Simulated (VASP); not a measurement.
AlN, 8 atoms in the cell. The typed cell holds 8 atoms: a = 3.089 Å, b = 3.089 Å, c = 10.600 Å, α = 87.22°, β = 88.61°, γ = 60.00°.  This cell differs from its parent crystal: the part above a cut slid along it.

| Property | Result |
| --- | --- |
| Program | VASP 6.6.1 |
| Task | single point |
| Functional | LDA |
| Potentials or basis | VASP PAW LDA potentials, release 64 (Al, N) |
| Cutoff | 520 eV |
| k mesh | 8 × 8 × 3 |
| Occupations | gaussian, width 0.05 eV |
| Spin | no spin polarisation |
| Dipole correction | no |
| Further INCAR settings | ALGO = Normal; EDIFF = 1e-06; NBANDS = 26 |

Potentials or basis: VASP PAW LDA potentials, release 64 (Al, N).

The run is started by

```bash
$ cat potpaw_LDA.64/Al/POTCAR potpaw_LDA.64/N/POTCAR > POTCAR
$ mpirun -np 1 vasp_std > vasp.out
```

Hardware: 1 thread of Intel Xeon 8259CL, with other jobs on the host.

Estimate the wall time of this run.

Wall time 3.9 min on 1 thread of Intel Xeon 8259CL, with other jobs on the host, peak memory 0.29 GiB. Counts: scf iterations 14, k points 98.
